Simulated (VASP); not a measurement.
# TiAl (Pm-3m) in VASP: further runs

The runs below take TiAl through single point, with PBE, RPBE.

Everything below comes from runs of VASP 6.6.1. Logs are shortened: lines on timing, memory, paths and dates and some standing lists are left out, and cuts for length are marked.

### Step 1. The cell of the first run

The structure is cubic, space group Pm-3m (No. 221). The conventional cell has a = 3.179 Å, b = 3.179 Å, c = 3.179 Å, α = 90.00°, β = 90.00°, γ = 90.00°. Ti (site symmetry m-3m) has 8 Al at 2.75 Å and 6 Ti at 3.18 Å within 3.6 Å. Al (site symmetry m-3m) has 8 Ti at 2.75 Å and 6 Al at 3.18 Å within 3.6 Å.

### Step 2. Single point, PBE

Contents of INCAR:

```
PREC     = Accurate       # precision mode
ENCUT    = 520            # plane-wave cutoff, eV
EDIFF    = 1E-7           # SCF threshold, eV
ISMEAR   = -1             # smearing method
SIGMA    = 0.06           # smearing width, eV
LREAL    = False          # projectors in reciprocal space
LASPH    = True           # aspherical terms in the spheres
NELM     = 60             # most SCF steps
ALGO     = Normal         # electronic algorithm
ISIF     = 2              # what is computed and relaxed
LWAVE    = False          # write WAVECAR
LCHARG   = True           # write CHGCAR
GGA      = PE             # functional
LELF     = True           # ELF
LVHAR    = True         
NBANDS   = 14             # bands
```

Contents of KPOINTS:

```
regular mesh
0
Gamma
  5 5 5
```

Contents of POSCAR:

```
TiAl
1.0
    3.1790640000      0.0000000000      0.0000000000
    0.0000000000      3.1790640000      0.0000000000
    0.0000000000      0.0000000000      3.1790640000
Ti Al
1 1
Direct
    0.0000000000      0.0000000000      0.0000000000
    0.5000000000      0.5000000000      0.5000000000
```

Potentials or basis: VASP PAW PBE potentials, release 64 (Ti_sv, Al).

Launch:

```
$ cat potpaw_PBE.64/Ti_sv/POTCAR potpaw_PBE.64/Al/POTCAR > POTCAR
$ mpirun -np 1 vasp_std > vasp.out
```

OUTCAR:

```text
PREC = Accurate
   ENCUT = 520
   EDIFF = 1E-7
   ISMEAR = -1
   LREAL = False
   LASPH = True
   NELM = 60
   ISIF = 2
   GGA = PE

 ion  position               nearest neighbor table
   1  0.000  0.000  0.000-   2 2.75   2 2.75   2 2.75   2 2.75   2 2.75   2 2.75   2 2.75   2 2.75

   2  0.500  0.500  0.500-   1 2.75   1 2.75   1 2.75   1 2.75   1 2.75   1 2.75   1 2.75   1 2.75

  LATTYP: Found a simple cubic cell.
 ALAT       =     3.1790640000

  Lattice vectors:

 A1 = (   3.1790640000,   0.0000000000,   0.0000000000)
 A2 = (   0.0000000000,   3.1790640000,   0.0000000000)
 A3 = (   0.0000000000,   0.0000000000,   3.1790640000)

Analysis of symmetry for initial positions (statically):
=====================================================================
 Subroutine PRICEL returns:
 Original cell was already a primitive cell.

 Routine SETGRP: Setting up the symmetry group for a
 simple cubic supercell.

 Subroutine GETGRP returns: Found 48 space group operations
 (whereof 48 operations were pure point group operations)
 out of a pool of 48 trial point group operations.

The static configuration has the point symmetry O_h .

Analysis of symmetry for dynamics (positions and initial velocities):
=====================================================================
 Subroutine PRICEL returns:
 Original cell was already a primitive cell.

 Routine SETGRP: Setting up the symmetry group for a
 simple cubic supercell.

 Subroutine GETGRP returns: Found 48 space group operations
 (whereof 48 operations were pure point group operations)
 out of a pool of 48 trial point group operations.

The dynamic configuration has the point symmetry O_h .

 Subroutine INISYM returns: Found 48 space group operations
 (whereof 48 operations are pure point group operations),
 and found     1 'primitive' translations

----------------------------------------------------------------------------------------

                                     Primitive cell

  volume of cell :      32.1290

  direct lattice vectors                    reciprocal lattice vectors
     3.179064000  0.000000000  0.000000000     0.314557996  0.000000000  0.000000000
     0.000000000  3.179064000  0.000000000     0.000000000  0.314557996  0.000000000
     0.000000000  0.000000000  3.179064000     0.000000000  0.000000000  0.314557996

  length of vectors
     3.179064000  3.179064000  3.179064000     0.314557996  0.314557996  0.314557996

  position of ions in fractional coordinates (direct lattice)
     0.000000000  0.000000000  0.000000000
     0.500000000  0.500000000  0.500000000

  ion indices of the primitive-cell ions
   primitive index   ion index
                 1           1
                 2           2

----------------------------------------------------------------------------------------

 KPOINTS: regular mesh

Automatic generation of k-mesh.
 Grid dimensions read from file:
 generate k-points for:    5    5    5

 Generating k-lattice:

  Cartesian coordinates                     Fractional coordinates (reciprocal lattice)
     0.062911599  0.000000000  0.000000000     0.200000000  0.000000000  0.000000000
     0.000000000  0.062911599  0.000000000     0.000000000  0.200000000  0.000000000
     0.000000000  0.000000000  0.062911599     0.000000000  0.000000000  0.200000000

  Length of vectors
     0.062911599  0.062911599  0.062911599

  Shift w.r.t. Gamma in fractional coordinates (k-lattice)
     0.000000000  0.000000000  0.000000000

 Subroutine IBZKPT returns following result:
 ===========================================

 Found     10 irreducible k-points:

 Following reciprocal coordinates:
            Coordinates               Weight
  0.000000  0.000000  0.000000      1.000000
  0.200000  0.000000  0.000000      6.000000
  0.400000  0.000000  0.000000      6.000000
  0.200000  0.200000  0.000000     12.000000
  0.400000  0.200000  0.000000     24.000000
  0.400000  0.400000  0.000000     12.000000
  0.200000  0.200000  0.200000      8.000000
  0.400000  0.200000  0.200000     24.000000
  0.400000  0.400000  0.200000     24.000000
  0.400000  0.400000  0.400000      8.000000
   k-points           NKPTS =     10   k-points in BZ     NKDIM =     10   number of bands    NBANDS=     14
   number of dos      NEDOS =    301   number of ions     NIONS =      2
   total plane-waves  NPLWV =  13824
   dimension x,y,z NGX =    24 NGY =   24 NGZ =   24
   dimension x,y,z NGXF=    48 NGYF=   48 NGZF=   48
   ions per type =               1   1
   NGX,Y,Z   is equivalent  to a cutoff of  12.55, 12.55, 12.55 a.u.
   NGXF,Y,Z  is equivalent  to a cutoff of  25.10, 25.10, 25.10 a.u.
 SYSTEM =  unknown system
   PREC   = accura    normal or accurate (medium, high low for compatibility)
   ISTART =      0    job   : 0-new  1-cont  2-samecut
   ICHARG =      2    charge: 1-file 2-atom 10-const
   ISPIN  =      1    spin polarized calculation?
   LNONCOLLINEAR =      F non collinear calculations
   LSORBIT =      F    spin-orbit coupling
   LASPH  =      T    aspherical Exc in radial PAW
   ENCUT  =  520.0 eV  38.22 Ry    6.18 a.u.   5.91  5.91  5.91*2*pi/ulx,y,z
   NELM   =     60;   NELMIN=  2; NELMDL= -5     # of ELM steps
   EDIFF  = 0.1E-06   stopping-criterion for ELM
   LREAL  =      F    real-space projection
   EDIFFG = 0.1E-05   stopping-criterion for IOM
   NSW    =      0    number of steps for IOM
   IBRION =     -1    ionic relax: 0-MD 1-quasi-New 2-CG
   NFREE  =      0    steps in history (QN), initial steepest desc. (CG)
   ISIF   =      2    stress and relaxation
   ISYM   =      2    0-nonsym 1-usesym 2-fastsym
   POTIM  = 0.5000    time-step for ionic-motion
   TEBEG  =    0.0;   TEEND  =   0.0 temperature during run
   PSTRESS=    0.0 pullay stress
   NELECT =      15.0000    total number of electrons
   NUPDOWN=      -1.0000    fix difference up-down
   EMIN   =  10.00;   EMAX   =-10.00  energy-range for DOS
   EFERMI =   0.00;   METHOD = LEGACY
   ISMEAR =    -1;   SIGMA  =   0.06  broadening in eV -4-tet -1-fermi 0-gaus
   EFERMI_NEDOS =   21; number of points for ismear=-14 and -15
   IALGO  =     38    algorithm
   IMIX   =      4    mixing-type and parameters
     AMIX     =   0.40;   BMIX     =  1.00
     AMIX_MAG =   1.60;   BMIX_MAG =  1.00
  volume/ion in A,a.u.               =      16.06       108.41
  Fermi-wavevector in a.u.,A,eV,Ry     =   1.270007  2.399964 21.945065  1.612917
  Thomas-Fermi vector in A             =   2.403017
   LORBIT       =      0    0 simple, 1 ext, 2 COOP (PROOUT), +10 PAW based schemes
   GGA     = PE    functional components
   LHFCALC =     F    Hartree Fock is set to
   AEXX    =    0.0000 exact exchange contribution
   IVDW    =     0    specifies the selected vdW correction
   LEPSILON=     F    determine dielectric tensor
   LRPA    =     F    only Hartree local field effects (RPA)
 non-spin polarized calculation
  energy-cutoff  :      520.00
  volume of cell :       32.13
 maximum number of plane-waves:       883
 NGX is ok and might be reduce to    24
   NGX = 11   NGY = 11   NGZ = 11

 number of electron      14.9999994 magnetization

 Free energy of the ion-electron system (eV)
  ---------------------------------------------------
  ext. energy  EPLUGINS =         0.00000000
  ---------------------------------------------------
  free energy    TOTEN  =       -12.12529443 eV

  energy without entropy =      -12.09471565  energy(sigma->0) =      -12.11000504

 E-fermi :   8.6968     XC(G=0): -11.0884

 val. band max:        8.6058056686   @ k =   0.4000   0.2000   0.0000
 cond. band min:       8.7669581444   @ k =   0.4000   0.2000   0.2000
 fundamental gap:      0.1611524758
 Fermi energy:         8.6967974071

 k-point     1 :       0.0000    0.0000    0.0000
  band No.  band energies     occupation
      1     -48.1598      2.00000
      2     -24.3584      2.00000
      3     -24.3584      2.00000
      4     -24.3584      2.00000
      5      -0.5016      2.00000
      6       7.3199      2.00000
      7       7.3199      2.00000
      8      10.5520      0.00000
      9      10.5520      0.00000
     10      10.5520      0.00000
     11      13.1882      0.00000
     12      13.1882      0.00000
     13      13.1882      0.00000
     14      17.5620      0.00000

 k-point     2 :       0.2000    0.0000    0.0000
  band No.  band energies     occupation
      1     -48.1547      2.00000
      2     -24.4177      2.00000
      3     -24.3533      2.00000
      4     -24.3533      2.00000
      5       0.1266      2.00000
      6       6.8082      2.00000
      7       7.5875      2.00000
      8       9.7874      0.00000
      9       9.7874      0.00000
     10      10.6203      0.00000
     11      11.7132      0.00000
     12      14.4325      0.00000
     13      14.4325      0.00000
     14      16.7998      0.00000

 k-point     3 :       0.4000    0.0000    0.0000
  band No.  band energies     occupation
      1     -48.1464      2.00000
      2     -24.5125      2.00000
      3     -24.3449      2.00000
      4     -24.3449      2.00000
      5       1.8657      2.00000
      6       4.5714      2.00000
      7       8.1022      1.99990
      8       9.0154      0.00984
      9       9.0154      0.00984
     10      10.7342      0.00000
     11      11.6088      0.00000
     12      15.5165      0.00000
     13      16.7767      0.00000
     14      16.7767      0.00000
[... 86 lines left out ...]
 k-point     9 :       0.4000    0.4000    0.2000
  band No.  band energies     occupation
      1     -48.1286      2.00000
      2     -24.4851      2.00000
      3     -24.4835      2.00000
      4     -24.3857      2.00000
      5       3.7707      2.00000
      6       6.1800      2.00000
      7       6.3972      2.00000
      8       8.4738      1.95253
      9       9.7149      0.00000
     10       9.8752      0.00000
     11      11.8444      0.00000
     12      12.7481      0.00000
     13      14.0809      0.00000
     14      15.5598      0.00000

 k-point    10 :       0.4000    0.4000    0.4000
  band No.  band energies     occupation
      1     -48.1208      2.00000
      2     -24.4741      2.00000
      3     -24.4722      2.00000
      4     -24.4722      2.00000
      5       4.7675      2.00000
      6       5.9587      2.00000
      7       5.9587      2.00000
      8      10.0532      0.00000
      9      10.2715      0.00000
     10      10.2715      0.00000
     11      10.7794      0.00000
     12      12.8071      0.00000
     13      12.8071      0.00000
     14      15.8229      0.00000

------------------------ aborting loop because EDIFF is reached ----------------------------------------

  FORCE on cell =-STRESS in cart. coord.  units (eV):
  Direction    XX          YY          ZZ          XY          YZ          ZX
  --------------------------------------------------------------------------------------
  -------------------------------------------------------------------------------------
  Total        0.1774143      0.1774143      0.1774143      0.0000000     -0.0000000      0.0000000
  in kB        8.8471093      8.8471093      8.8471093      0.0000000     -0.0000000      0.0000000
  external PRESSURE =       8.8471093 kB  Pullay stress =       0.0000000 kB

 VOLUME and BASIS-vectors are now :
 -----------------------------------------------------------------------------
  energy-cutoff  :      520.00
  volume of cell :       32.13
      direct lattice vectors                 reciprocal lattice vectors
     3.179064000  0.000000000  0.000000000     0.314557996  0.000000000  0.000000000
     0.000000000  3.179064000  0.000000000     0.000000000  0.314557996  0.000000000
     0.000000000  0.000000000  3.179064000     0.000000000  0.000000000  0.314557996

 POSITION                                       TOTAL-FORCE (eV/Angst)
 -----------------------------------------------------------------------------------
      0.00000      0.00000      0.00000         0.000000      0.000000      0.000000
      1.58953      1.58953      1.58953         0.000000      0.000000      0.000000
 -----------------------------------------------------------------------------------
    total drift:                                0.000000      0.000000      0.000000

  FREE ENERGIE OF THE ION-ELECTRON SYSTEM (eV)
  ---------------------------------------------------
  free  energy   TOTEN  =       -12.1252944343 eV

  energy  without entropy=      -12.0947156465  energy(sigma->0) =      -12.11000504
```

Run time: 10 s. Hardware: 1 thread of Intel Xeon 8259CL, shared host; peak memory 0.14 GiB.

Results:

| Item | Value |
| --- | --- |
| Free energy | -12.1253 eV |
| Pressure | 0.9 GPa |
| Band gap on the k mesh | zero (an odd number of electrons rules out a gap without spin polarisation) |

Levels at points of the mesh, in eV from the Fermi level:
```tsv
k point	band 5	band 6	band 7	band 8	band 9	band 10
(0.00, 0.00, 0.00)	-9.20	-1.38	-1.38	1.86	1.86	1.86
```

Caveat: the k points lie up to 0.40 Å⁻¹ apart, too coarse for converged energies and pressures of a metal.

### Step 3. Single point, RPBE

Contents of INCAR:

```
PREC     = Accurate       # precision mode
ENCUT    = 520            # plane-wave cutoff, eV
EDIFF    = 1E-6           # SCF threshold, eV
ISMEAR   = 0              # smearing method
SIGMA    = 0.02           # smearing width, eV
LREAL    = F              # projectors in reciprocal space
LASPH    = T              # aspherical terms in the spheres
NELM     = 100            # most SCF steps
ALGO     = Normal         # electronic algorithm
ISIF     = 2              # what is computed and relaxed
LWAVE    = F              # write WAVECAR
LCHARG   = T              # write CHGCAR
GGA      = RP             # functional
LELF     = T              # ELF
LVHAR    = T            
NBANDS   = 14             # bands
```

Contents of KPOINTS:

```
Automatic mesh
0
Gamma
  8 8 8
```

POSCAR is that of step 2.

Potentials or basis: VASP PAW PBE potentials, release 64 (Ti_sv, Al).

Launch:

```
$ cat potpaw_PBE.64/Ti_sv/POTCAR potpaw_PBE.64/Al/POTCAR > POTCAR
$ mpirun -np 1 vasp_std > vasp.out
```

Wall time 19 s (1 thread of Intel Xeon 8259CL, shared host); peak memory 0.15 GiB.

Results (log left out):

| Quantity | Value |
| --- | --- |
| Free energy | -11.4432 eV |
| Pressure | 3.3 GPa |
| Band gap on the k mesh | zero (an odd number of electrons rules out a gap without spin polarisation) |

Levels at points of the mesh, in eV from the Fermi level:
```csv
k point,band 5,band 6,band 7,band 8,band 9,band 10
"(0.00, 0.00, 0.00)",-9.29,-1.45,-1.45,1.84,1.84,1.84
"(0.50, 0.00, 0.00)",-6.05,-5.21,-0.55,0.18,0.18,2.04
"(0.50, 0.50, 0.00)",-5.00,-2.14,-2.14,-1.47,0.74,0.74
"(0.50, 0.50, 0.50)",-3.09,-3.09,-3.09,0.70,2.80,2.80
```

Caveat: the cell stands under pressure; the PAW data sets were made with another functional, which shifts forces and pressure a little.

[end of part 1 of 2]
